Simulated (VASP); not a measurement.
A run of VASP 6.6.1 is set up as follows.

Contents of INCAR:

```
PREC = Accurate
ENCUT = 520
EDIFF = 1E-6
ISMEAR = -1
SIGMA = 0.1
LREAL = False
LASPH = True
NELM = 80
ALGO = Normal
ISIF = 2
LWAVE = False
LCHARG = False
GGA = RP
NBANDS = 28
```

KPOINTS

```
Automatic mesh
0
Gamma
  8 8 12
```

File POSCAR:

```
Pb
1.0
    5.9259150423      0.0000000000      0.0000000000
   -2.9629575212      5.1319929673      0.0000000000
    0.0000000000      0.0000000000      3.5752481621
Pb
3
Direct
    1.0000000000      0.0000000000      0.0000000000
    0.3333333333      0.6666666667      0.5000000000
    0.6666666667      0.3333333333      0.5000000000
```

Potentials or basis: VASP PAW PBE potentials, release 64 (Pb_d).

Command:

```console
$ cat potpaw_PBE.64/Pb_d/POTCAR > POTCAR
$ mpirun -np 1 vasp_std > vasp.out
```

**Question.** What does it give for the pressure?

**Answer.** -2.3 GPa.

**Question.** Predict the band gap on the k mesh.

**Answer.** Zero (bands 21 and 22 overlap by 3.07 eV).

Stress tensor (GPa, compression positive):
```
-2.41  0.00  0.00
 0.00 -2.41  0.00
 0.00  0.00 -2.09
```

Caveat: the PAW data sets were made with another functional, which shifts forces and pressure a little; spin-orbit coupling is left out, which moves the levels of the heavy elements.
